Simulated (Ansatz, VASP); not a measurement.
## Two plane-wave programs on Hg

```
Hg
1.0
     1.76393    1.01841    2.27782
    -1.76393    1.01841    2.27782
     0.00000   -2.03681    2.27782
Hg
1
Direct
  0.00000 0.00000 0.00000
```

Change from the starting cell: volume scaled by 1.06, PAW files.

Alike in both runs: task electric field gradients; functional LDA; k mesh 12 × 12 × 12; occupations fermi-dirac, width 0.03 eV; no spin polarisation.

|  | VASP | Ansatz |
| --- | --- | --- |
| version | VASP 6.6.1 | Ansatz 0.2.0 |
| potentials or method | VASP PAW LDA potentials, release 64 (Hg_sv_GW) | PAW with Ansatz's default frozen-core files, scalar-relativistic |
| plane-wave cutoff (eV) | 410 | 420 |
| valence electrons in the cell | 20 | 20 |

|  | VASP | Ansatz | Ansatz less VASP |
| --- | --- | --- | --- |
| size of Vzz on the site where it differs most (V/Å²) | 116.3 | 101.2 | -15.08 |

LDA's correlation is that of Perdew and Zunger in VASP and of Perdew and Wang (1992) in Ansatz.

Spin-orbit coupling is off throughout.
